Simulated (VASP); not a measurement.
Input of a VASP 6.6.1 run:

The input INCAR:

```
SYSTEM = Y
ALGO = Normal ; EDIFF = 1E-6
ENCUT = 500 ; GGA = PS
GGA_COMPAT = .FALSE. ; ISIF = 2
ISMEAR = -1 ; LASPH = .TRUE.
LCHARG = .FALSE. ; LREAL = .FALSE.
LWAVE = .FALSE. ; NBANDS = 12
NELM = 120 ; PREC = Accurate
SIGMA = 0.1
```

File KPOINTS:

```
k-points
0
G
  8 8 8
  0 0 0
```

Contents of POSCAR:

```
Y
1.0
    0.0000000000      2.4775176943      2.4775176943
    2.4775176943      0.0000000000      2.4775176943
    2.4775176943      2.4775176943      0.0000000000
Y
1
Direct
    0.0000000000      0.0000000000      0.0000000000
```

Potentials or basis: VASP PAW PBE potentials, release 64 (Y_sv).

Launch:

```sh
$ cat potpaw_PBE.64/Y_sv/POTCAR > POTCAR
$ mpirun -np 1 vasp_std > vasp.out
```

(1) Estimate the pressure.

(2) What does it give for the band gap on the k mesh?

Results:

(1) 0.5 GPa.

(2) zero (an odd number of electrons rules out a gap without spin polarisation).

Caveat: the PAW data sets were made with another functional, which shifts forces and pressure a little.
